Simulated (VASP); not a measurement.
Write the native input for VASP 6.6.1 that does the following.

* Task: single point
* Functional: PBE
* Potentials or basis: VASP PAW PBE potentials, release 64 (Hf_pv, O)
* Cutoff: 520 eV
* k mesh: 8 × 8 × 8
* Occupations: gaussian, width 0.05 eV
* Spin: no spin polarisation
* Dipole correction: no
* Further INCAR settings: ALGO = Normal; EDIFF = 1e-06; NBANDS = 18

The structure of HfO2 lies in POSCAR:

```
HfO2
1.0
    0.0000000000      2.4935625000      2.5575000000
    2.4935625000      0.0000000000      2.5575000000
    2.4935625000      2.4935625000      0.0000000000
Hf O
1 2
Direct
    0.0000000000      0.0000000000      0.0000000000
    0.2500000000      0.2500000000      0.2500000000
    0.7500000000      0.7500000000      0.7500000000
```

This cell differs from its parent crystal: strain -0.025 along x and y, +0.000 along z.

The input as run:

INCAR

```
ALGO = Normal
EDIFF = 1E-6
ENCUT = 520
GGA = PE
ISIF = 2
ISMEAR = 0
LASPH = T
LCHARG = F
LREAL = F
LWAVE = F
NBANDS = 18
NELM = 100
PREC = Accurate
SIGMA = 0.05
```

KPOINTS

```
k-points
0
Gamma
  8 8 8
```

Potentials or basis: VASP PAW PBE potentials, release 64 (Hf_pv, O).

Run with:

```sh
$ cat potpaw_PBE.64/Hf_pv/POTCAR potpaw_PBE.64/O/POTCAR > POTCAR
$ mpirun -np 1 vasp_std > vasp.out
```

It gave:

| Quantity | Value |
| --- | --- |
| Pressure | 6.8 GPa |
| Band gap on the k mesh | 3.66 eV, indirect (least direct gap 3.74 eV) |

Caveat: the cell differs from its parent crystal (strain -0.025 along x and y, +0.000 along z); spin-orbit coupling is left out, which moves the levels of the heavy elements.

It took 60 s on 1 thread of Intel Xeon 6975P-C, on a shared host, peak memory 0.18 GiB.
